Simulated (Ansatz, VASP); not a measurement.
# SiGe in VASP and in Ansatz

```
CELL_PARAMETERS angstrom
3.74457 0.00000 0.00000
-1.87229 3.24290 0.00000
0.00000 0.00000 5.92792
ATOMIC_POSITIONS crystal
Si 0.66667 0.33333 0.87455
Si 0.33333 0.66667 0.37455
Ge 0.66667 0.33333 0.50045
Ge 0.33333 0.66667 0.00045
```

Change from the starting cell: strain -0.040 along x and y, -0.080 along z, atoms carried along.

Alike in both runs: task single point; functional PBEsol; k mesh 12 × 12 × 6; occupations gaussian, width 0.03 eV; no spin polarisation.

|  | VASP | Ansatz |
| --- | --- | --- |
| version | VASP 6.6.1 | Ansatz 0.2.0 |
| potentials or method | VASP PAW PBE potentials, release 64 (Si, Ge_d), cutoff 520 eV | scalar-relativistic, plane waves, PAW |
| valence electrons in the cell | 36 | 36 |

|  | VASP | Ansatz | Ansatz less VASP |
| --- | --- | --- | --- |
| gap on the k mesh at the Fermi level (eV) | none | none | - |
| pressure (GPa) | 19.6 | 19.6 | +0.03 |
| traceless stress, the component that is largest in VASP (GPa) | 10.01 | 10.00 | -0.004 |
| rms of the force components (eV/Å) | 0.460 | 0.462 | +0.0021 |

VASP's potentials were made for PBE, not for PBEsol. Atom by atom the forces differ by 0.002 eV/Å (rms over components). A gap of «none» marks a metal or a gap that the smearing closes.
